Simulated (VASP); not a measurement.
Wanted: the native input for a VASP 6.6.1 run.

```yaml
Task: single point
Functional: PBE
Potentials_or_basis: VASP PAW PBE potentials, release 64 (Ge_d, Br)
Cutoff: 520 eV
k_mesh: 12 × 12 × 8
Occupations: gaussian, width 0.1 eV
Spin: no spin polarisation
Dipole_correction: no
Further_INCAR_settings: ALGO = Normal; EDIFF = 1e-06; NBANDS = 48
```

The structure of Ge5Br lies in POSCAR:

```
Ge5Br
1.0
    5.5711115586      0.0000000000      0.0000000000
   -2.7855557793      4.8247241371      0.0000000000
    0.0000000000      0.0000000000      4.8466573648
Ge Br
5 1
Direct
    0.3333333333      0.6666666667      0.5000000000
    0.0000000000      0.5332121367      0.0000000000
    0.5332121367      0.0000000000      0.0000000000
    0.4667878633      0.4667878633      0.0000000000
    0.6666666667      0.3333333333      0.5000000000
    0.0000000000      0.0000000000      0.5000000000
```

The cell was generated, and may not be a known phase.

One way to write it, as run:

INCAR

```
PREC = Accurate ; ENCUT = 520
EDIFF = 1E-6 ; ISMEAR = 0
SIGMA = 0.1 ; LREAL = False
LASPH = True ; NELM = 60
ALGO = Normal ; ISIF = 2
LWAVE = False ; LCHARG = False
GGA = PE ; NBANDS = 48
```

KPOINTS

```
regular mesh
0
Gamma
  12 12 8
```

Potentials or basis: VASP PAW PBE potentials, release 64 (Ge_d, Br).

The run is started by

```console
$ cat potpaw_PBE.64/Ge_d/POTCAR potpaw_PBE.64/Br/POTCAR > POTCAR
$ mpirun -np 1 vasp_std > vasp.out
```

Results of the run:

- Pressure: 0.0 GPa
- Band gap on the k mesh: zero (an odd number of electrons rules out a gap without spin polarisation)

Caveat: an odd number of electrons without spin polarisation forces a metal; a magnetic or distorted state may lie lower.

Wall time 5.4 min on 1 thread of Intel(R) Xeon(R) Platinum 8488C (Sapphire Rapids), with other jobs on the host, peak memory 0.54 GiB.
